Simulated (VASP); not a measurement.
# NaCl (R-3m) in VASP: G0W0 quasiparticle levels with PBE

Aim: the G0W0 quasiparticle levels of NaCl with PBE.

Program: VASP 6.6.1. These are calculated values, not measurements. Logs are shortened: lines on timing, memory, paths and dates and some standing lists are left out, and cuts for length are marked.

## Step 1: The cell of the first run

The structure is trigonal, space group R-3m (No. 166). The conventional cell has a = 4.122 Å, b = 4.122 Å, c = 9.399 Å, α = 90.00°, β = 90.00°, γ = 120.00°. Within 4.2 Å of Na (site symmetry -3m) lie 6 Cl at 2.85 Å and 12 Na at 3.93 to 4.12 Å. Within 4.2 Å of Cl (site symmetry -3m) lie 6 Na at 2.85 Å and 12 Cl at 3.93 to 4.12 Å.

## Step 2: G0W0 quasiparticle levels, PBE

POSCAR reads:

```
NaCl
1.0
   -0.1342974742      2.7805092875      2.7805092875
    2.7805092875     -0.1342974742      2.7805092875
    2.7805092875      2.7805092875     -0.1342974742
Na Cl
1 1
Direct
    0.0000000000      0.0000000000      0.0000000000
    0.5000000000      0.5000000000      0.5000000000
```

INCAR.step1 reads:

```
PREC     = Accurate       # precision mode
ENCUT    = 500            # plane-wave cutoff, eV
EDIFF    = 1E-8           # SCF threshold, eV
ISMEAR   = 0              # smearing method
SIGMA    = 0.01           # smearing width, eV
LREAL    = F              # projectors in reciprocal space
LASPH    = T              # aspherical terms in the spheres
NELM     = 60             # most SCF steps
ALGO     = Normal         # electronic algorithm
LWAVE    = T              # write WAVECAR
LCHARG   = F              # write CHGCAR
GGA      = PE             # functional
```

INCAR.step2 reads:

```
PREC     = Accurate       # precision mode
ENCUT    = 500            # plane-wave cutoff, eV
EDIFF    = 1E-8           # SCF threshold, eV
ISMEAR   = 0              # smearing method
SIGMA    = 0.01           # smearing width, eV
LREAL    = F              # projectors in reciprocal space
LASPH    = T              # aspherical terms in the spheres
NELM     = 1              # most SCF steps
ALGO     = Exact          # electronic algorithm
LWAVE    = T              # write WAVECAR
LCHARG   = F              # write CHGCAR
GGA      = PE             # functional
NBANDS   = 200            # bands
LOPTICS  = T              # frequency-dependent dielectric function
ISTART   = 1
```

INCAR.step3 reads:

```
PREC     = Accurate       # precision mode
ENCUT    = 500            # plane-wave cutoff, eV
EDIFF    = 1E-8           # SCF threshold, eV
ISMEAR   = 0              # smearing method
SIGMA    = 0.01           # smearing width, eV
LREAL    = F              # projectors in reciprocal space
LASPH    = T              # aspherical terms in the spheres
ALGO     = EVGW0          # electronic algorithm
LWAVE    = F              # write WAVECAR
LCHARG   = F              # write CHGCAR
GGA      = PE             # functional
NELMGW   = 1            
NBANDS   = 200            # bands
ENCUTGW  = 150.0          # cutoff of the response function
NOMEGA   = 96             # frequency points
PRECFOCK = Fast         
ISTART   = 1            
NBANDSGW = 16           
OMEGAMAX = 20
```

KPOINTS reads:

```
Automatic mesh
0
Gamma
  4 4 4
```

Potentials or basis: VASP PAW PBE potentials, release 64 (Na_sv_GW, Cl_GW).

The run is started by

```sh
> cat potpaw_PBE.64/Na_sv_GW/POTCAR potpaw_PBE.64/Cl_GW/POTCAR > POTCAR
> cp INCAR.step1 INCAR
> mpirun -np 1 vasp_std > vasp.out
> cp INCAR.step2 INCAR
> mpirun -np 1 vasp_std > vasp.out
> cp INCAR.step3 INCAR
> mpirun -np 1 vasp_std > vasp.out
```

OUTCAR:

```text
PREC = Accurate
   ENCUT = 500
   EDIFF = 1E-8
   ISMEAR = 0
   LREAL = F
   LASPH = T
   GGA = PE
   NELMGW = 1
   ENCUTGW = 150.0
   PRECFOCK = Fast
   ISTART = 1

 ion  position               nearest neighbor table
   1  0.000  0.000  0.000-
   2  0.500  0.500  0.500-

  LATTYP: Found a trigonal (rhomboedric) cell.
 ALAT       =     3.9345266052
 COS(alpha) =     0.4511741434

  Lattice vectors:

 A1 = (  -0.1342974742,   2.7805092875,   2.7805092875)
 A2 = (   2.7805092875,  -0.1342974742,   2.7805092875)
 A3 = (   2.7805092875,   2.7805092875,  -0.1342974742)

Analysis of symmetry for initial positions (statically):
=====================================================================
 Subroutine PRICEL returns:
 Original cell was already a primitive cell.

 Routine SETGRP: Setting up the symmetry group for a
 trigonal (rhombohedral) supercell.

 Subroutine GETGRP returns: Found 12 space group operations
 (whereof 12 operations were pure point group operations)
 out of a pool of 12 trial point group operations.

The static configuration has the point symmetry D_3d.

Analysis of symmetry for dynamics (positions and initial velocities):
=====================================================================
 Subroutine PRICEL returns:
 Original cell was already a primitive cell.

 Routine SETGRP: Setting up the symmetry group for a
 trigonal (rhombohedral) supercell.

 Subroutine GETGRP returns: Found 12 space group operations
 (whereof 12 operations were pure point group operations)
 out of a pool of 12 trial point group operations.

The dynamic configuration has the point symmetry D_3d.

 Subroutine INISYM returns: Found 12 space group operations
 (whereof 12 operations are pure point group operations),
 and found     1 'primitive' translations

----------------------------------------------------------------------------------------

                                     Primitive cell

  volume of cell :      46.1060

  direct lattice vectors                    reciprocal lattice vectors
    -0.134297474  2.780509288  2.780509288    -0.167292832  0.175783084  0.175783084
[... 53 lines left out ...]
  0.500000  0.500000  0.250000      6.000000
 -0.250000  0.500000  0.250000      6.000000
  0.500000  0.500000  0.500000      1.000000
   k-points           NKPTS =     13   k-points in BZ     NKDIM =     64   number of bands    NBANDS=    200
   number of dos      NEDOS =    301   number of ions     NIONS =      2
   total plane-waves  NPLWV =  27000
   dimension x,y,z NGX =    30 NGY =   30 NGZ =   30
   dimension x,y,z NGXF=    60 NGYF=   60 NGZF=   60
   ions per type =               1   1
   NGX,Y,Z   is equivalent  to a cutoff of  12.68, 12.68, 12.68 a.u.
   NGXF,Y,Z  is equivalent  to a cutoff of  25.35, 25.35, 25.35 a.u.
 SYSTEM =  unknown system
   PREC   = accura    normal or accurate (medium, high low for compatibility)
   ISTART =      1    job   : 0-new  1-cont  2-samecut
   ICHARG =      0    charge: 1-file 2-atom 10-const
   ISPIN  =      1    spin polarized calculation?
   LNONCOLLINEAR =      F non collinear calculations
   LSORBIT =      F    spin-orbit coupling
   LASPH  =      T    aspherical Exc in radial PAW
   ENCUT  =  500.0 eV  36.75 Ry    6.06 a.u.   7.17  7.17  7.17*2*pi/ulx,y,z
   NELM   =     60;   NELMIN=  2; NELMDL=  0     # of ELM steps
   EDIFF  = 0.1E-07   stopping-criterion for ELM
   LREAL  =      F    real-space projection
   EDIFFG = 0.1E-06   stopping-criterion for IOM
   NSW    =      0    number of steps for IOM
   IBRION =     -1    ionic relax: 0-MD 1-quasi-New 2-CG
   NFREE  =      0    steps in history (QN), initial steepest desc. (CG)
   ISIF   =      0    stress and relaxation
   ISYM   =      3    0-nonsym 1-usesym 2-fastsym
   POTIM  = 0.5000    time-step for ionic-motion
   TEBEG  =    0.0;   TEEND  =   0.0 temperature during run
   PSTRESS=    0.0 pullay stress
   NELECT =      16.0000    total number of electrons
   NUPDOWN=      -1.0000    fix difference up-down
   EMIN   =  10.00;   EMAX   =-10.00  energy-range for DOS
   EFERMI =   0.00;   METHOD = LEGACY
   ISMEAR =     0;   SIGMA  =   0.01  broadening in eV -4-tet -1-fermi 0-gaus
   EFERMI_NEDOS =   21; number of points for ismear=-14 and -15
   IALGO  =     38    algorithm
   IMIX   =      4    mixing-type and parameters
     AMIX     =   0.40;   BMIX     =  1.00
     AMIX_MAG =   1.60;   BMIX_MAG =  1.00
  volume/ion in A,a.u.               =      23.05       155.57
  Fermi-wavevector in a.u.,A,eV,Ry     =   1.150436  2.174009 18.007353  1.323503
  Thomas-Fermi vector in A             =   2.287100
   LORBIT       =      0    0 simple, 1 ext, 2 COOP (PROOUT), +10 PAW based schemes
   GGA     = PE    functional components
   LHFCALC =     T    Hartree Fock is set to
   PRECFOCK=fast      Normal, Fast or Accurate (Low or Medium for compatibility)
   ENCUT4O =  -1.0   cutoff for four orbital integrals eV
   NKREDX  =     1    reduce k-point grid by
   NKREDY  =     1    reduce k-point grid by
   NKREDZ  =     1    reduce k-point grid by
   AEXX    =    1.0000 exact exchange contribution
   HFSCREEN=    0.0000 screening length (either q_TF or 0.3 A-1)
   HFSCREENC=   0.0000 screening length for correlation (either q_TF or 0.3 A-1)
   ENCUTFOCK=  -1.0 apply spherical cutoff to Coloumb kernel
   IVDW    =     0    specifies the selected vdW correction
   LEPSILON=     F    determine dielectric tensor
   LRPA    =     F    only Hartree local field effects (RPA)
   LRPAFORCE           =     F    calculate RPA forces
   ENCUTGW             = 150.0    cutoff for response function in eV
   ENCUTGWSOFT         = 120.0    soft cutoff for Coulomb kernel in GW response function in eV
   ENCUTLF             =  -1.0    cutoff for local field effects
   NELMGW              =     1    number of iterations in solving QP/BSE equation
   NELMHF              =     1    number of iterations in the inner HF iteration
   NKREDLFX            =     1    NKREDLFY  =   1   NKREDLFZ  =   1
 non-spin polarized calculation
 Gauss-broadening in eV      SIGMA  =   0.01
  energy-cutoff  :      500.00
  volume of cell :       46.11
 maximum number of plane-waves:      1188
 NGX is ok and might be reduce to    30
  NGX = 16; NGY = 16; NGZ = 16
   NGX = 15   NGY = 15   NGZ = 15
 maximum number of plane-waves:       199

 QP shifts <psi_nk| G(iteration)W_0 |psi_nk>: iteration 1
 for sc-GW calculations column KS-energies equals QP-energies in previous step
 and V_xc(KS)=  KS-energies - (<T + V_ion + V_H > + <T+V_H+V_ion>^1  + <V_x>^1)

 k-point   1 :       0.0000    0.0000    0.0000
  band No.  KS-energies  QP-energies   sigma(KS)   V_xc(KS)     V^pw_x(r,r')   Z            occupation Imag(sigma)

      1     -50.0347     -59.0640     -41.0806     -29.2765     -49.1336       0.7649       2.0000       0.2213
      2     -21.9760     -27.7686     -35.4970     -28.3250     -41.3568       0.8077       2.0000       0.0403
      3     -21.9663     -27.7653     -35.4987     -28.3206     -41.3671       0.8079       2.0000       0.0412
      4     -21.9663     -27.7653     -35.4987     -28.3206     -41.3671       0.8079       2.0000       0.0412
      5     -13.6721     -14.9342     -16.8445     -14.9770     -24.2310       0.6758       2.0000       1.2613
      6      -1.1463      -3.1611     -16.9590     -14.4247     -18.8065       0.7950       2.0000       0.0314
[... 235 lines left out ...]
      2     -22.0041     -27.7465     -35.3718     -28.2206     -41.2375       0.8030       2.0000       0.0566
      3     -21.9694     -27.7576     -35.4844     -28.3119     -41.3516       0.8070       2.0000       0.0413
      4     -21.9694     -27.7576     -35.4844     -28.3119     -41.3516       0.8070       2.0000       0.0413
      5     -13.3105     -14.5632     -17.3012     -15.4699     -24.5944       0.6840       2.0000       1.1443
      6      -2.8506      -5.0929     -15.2144     -12.3395     -17.3156       0.7800       2.0000       0.0483
[... 8 lines left out ...]
     15      14.8872      16.6140      -9.1662     -11.3387      -4.8710       0.7949       0.0000      -0.1335
     16      16.0581      16.9200      -6.3038      -7.3752      -2.1216       0.8044       0.0000      -0.2373
```

OUTCAR.step1:

```text
PREC = Accurate
   ENCUT = 500
   EDIFF = 1E-8
   ISMEAR = 0
   LREAL = F
   LASPH = T
[... 402 lines left out ...]
 -----------------------------------------------------------------------------------
      0.00000      0.00000      0.00000        -0.000000     -0.000000     -0.000000
      2.71336      2.71336      2.71336         0.000000      0.000000      0.000000
 -----------------------------------------------------------------------------------
    total drift:                               -0.000000      0.000000      0.000000

  FREE ENERGIE OF THE ION-ELECTRON SYSTEM (eV)
  ---------------------------------------------------
  free  energy   TOTEN  =        -8.8475405417 eV

  energy  without entropy=       -8.8475405417  energy(sigma->0) =       -8.84754054
```

OUTCAR.step2:

```text
PREC = Accurate
   ENCUT = 500
   EDIFF = 1E-8
   ISMEAR = 0
   LREAL = F
[... 842 lines left out ...]
     0.00000     2.74602     2.74602     2.74602    -0.00801    -0.00801    -0.00801
     2.38251     2.87813     2.87813     2.87813    -0.00781    -0.00781    -0.00781
     4.76502     3.68116     3.68116     3.68116    -0.20855    -0.20855    -0.20855
     7.14753     4.35625     4.35625     4.35625    -0.09585    -0.09585    -0.09585
     9.53004     3.03958     3.03958     3.03958    -0.35992    -0.35992    -0.35992
    11.91255    -0.75880    -0.75880    -0.75880    -0.53250    -0.53250    -0.53250
[... 92 lines left out ...]
   233.48590     0.99157     0.99157     0.99157     0.00000     0.00000     0.00000
   235.86840     0.99177     0.99177     0.99177     0.00000     0.00000     0.00000
```

Run time: 3.2 min. Hardware: 1 thread of Intel Xeon 6975P-C (Granite Rapids), shared host; peak memory 0.56 GiB.

What came out:

```yaml
Quasiparticle_gap: 7.67 eV
Least_direct_quasiparticle_gap: 7.67 eV
Band_gap_of_the_starting_levels_on_the_mesh: 4.82 eV
Least_direct_gap_of_the_starting_levels_on_the_mesh: 4.82 eV
```

Caveat: the k points lie up to 0.47 Å⁻¹ apart; bands, screening cutoff and mesh are small and nothing is extrapolated, so the quasiparticle values aren't converged.
